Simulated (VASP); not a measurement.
A run of VASP 6.6.1 is set up as follows.

File POSCAR:

```
Ag
1.0
    0.0000000000      2.0519023311      2.0519023311
    2.0519023311      0.0000000000      2.0519023311
    2.0519023311      2.0519023311      0.0000000000
Ag
1
Direct
    0.0000000000      0.0000000000      0.0000000000
```

File INCAR.step1:

```
SYSTEM = Ag
ALGO     = Normal         ! electronic algorithm
EDIFF    = 1E-4           ! SCF threshold, eV
ENCUT    = 520            ! plane-wave cutoff, eV
GGA      = PE             ! functional
ISMEAR   = -1             ! smearing method
LASPH    = .True.         ! aspherical terms in the spheres
LCHARG   = .False.        ! write CHGCAR
LREAL    = .False.        ! projectors in reciprocal space
LWAVE    = .True.         ! write WAVECAR
NBANDS   = 12             ! bands
NELM     = 60             ! most SCF steps
PREC     = Accurate       ! precision mode
SIGMA    = 0.1            ! smearing width, eV
```

The input INCAR.step2:

```
SYSTEM = Ag
ALGO     = Normal         ! electronic algorithm
EDIFF    = 1E-7           ! SCF threshold, eV
ENCUT    = 520            ! plane-wave cutoff, eV
ISIF     = 2              ! what is computed and relaxed
ISMEAR   = -1             ! smearing method
ISTART   = 1            
LASPH    = .True.         ! aspherical terms in the spheres
LCHARG   = .False.        ! write CHGCAR
LMIXTAU  = .True.       
LREAL    = .False.        ! projectors in reciprocal space
LWAVE    = .False.        ! write WAVECAR
METAGGA  = R2SCAN         ! meta-GGA
NBANDS   = 12             ! bands
NELM     = 60             ! most SCF steps
PREC     = Accurate       ! precision mode
SIGMA    = 0.1            ! smearing width, eV
```

File KPOINTS:

```
k-points
0
Gamma
  11 11 11
  0 0 0
```

Potentials or basis: VASP PAW PBE potentials, release 64 (Ag).

Launch:

```bash
$ cat potpaw_PBE.64/Ag/POTCAR > POTCAR
$ cp INCAR.step1 INCAR
$ mpirun -np 1 vasp_std > vasp.out
$ cp INCAR.step2 INCAR
$ mpirun -np 1 vasp_std > vasp.out
```

(1) Estimate the pressure.

Results:

(1) 0.1 GPa.

Caveat: the PAW data sets were made with another functional, which shifts forces and pressure a little.
